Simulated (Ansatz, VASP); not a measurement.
**BeS in VASP and in Ansatz**

The input INCAR:

```
PREC = Accurate
ENCUT = 600
EDIFF = 1E-7
ISMEAR = 0
SIGMA = 0.02
LREAL = F
LASPH = T
NELM = 120
ALGO = Normal
ISIF = 3
LWAVE = F
LCHARG = F
GGA = CA
IBRION = 2
NSW = 100
EDIFFG = -0.002
GGA_COMPAT = F
NELMIN = 4
```

KPOINTS

```
Automatic mesh
0
Gamma
  8 8 8
```

The input POSCAR:

```
BeS
1.0
    0.0000000000      2.4200000000      2.4200000000
    2.4200000000      0.0000000000      2.4200000000
    2.4200000000      2.4200000000      0.0000000000
Be S
1 1
Direct
    0.0000000000      0.0000000000      0.0000000000
    0.2500000000      0.2500000000      0.2500000000
```

Input for Ansatz:

```yaml
crystal:
  lattice:
    - [0.0, 2.42, 2.42]
    - [2.42, 0.0, 2.42]
    - [2.42, 2.42, 0.0]
  atoms:
    - { symbol: Be, position: [0.0, 0.0, 0.0] }
    - { symbol: S, position: [0.25, 0.25, 0.25] }
basis:
  ecutwfc: 420
kpoints:
  mp_grid: { grid: [8, 8, 8] }
hamiltonian:
  xc: lda
  pseudopotentials: { kind: paw, azcp: { folder: soft_1 } }
scf:
  occupations: { method: gaussian, width: 0.02 }
output:
  forces: true
  stress: true
  eigenvalues: true
relax:
  adjacent_minimum: "off"
  f_tol: 0.002
  max_steps: 80
  cell: { stress_tol: 0.02 }
```

Alike in both runs: task relaxation of cell and atoms; functional LDA; k mesh 8 × 8 × 8; occupations gaussian, width 0.02 eV; no spin polarisation.

|  | VASP | Ansatz |
| --- | --- | --- |
| version | VASP 6.6.1 | Ansatz 0.2.0 |
| potentials or method | VASP PAW LDA potentials, release 64 (Be, S), cutoff 600 eV | scalar-relativistic, plane waves, PAW |
| valence electrons in the cell | 8 | 8 |

|  | VASP | Ansatz | Ansatz less VASP |
| --- | --- | --- | --- |
| gap on the k mesh at the Fermi level, each at its own relaxed structure (eV) | 2.83 | 2.83 | -0.007 |
| relaxed volume (Å³/atom) | 13.80 | 13.79 | -0.011 |
| relaxed length of the cell vector where the two differ most in proportion (Å) | 3.392 | 3.391 | -0.0009 |

Ansatz warns that its potentials were made for another functional, while VASP's fit it. LDA's correlation is that of Perdew and Zunger in VASP and of Perdew and Wang (1992) in Ansatz.
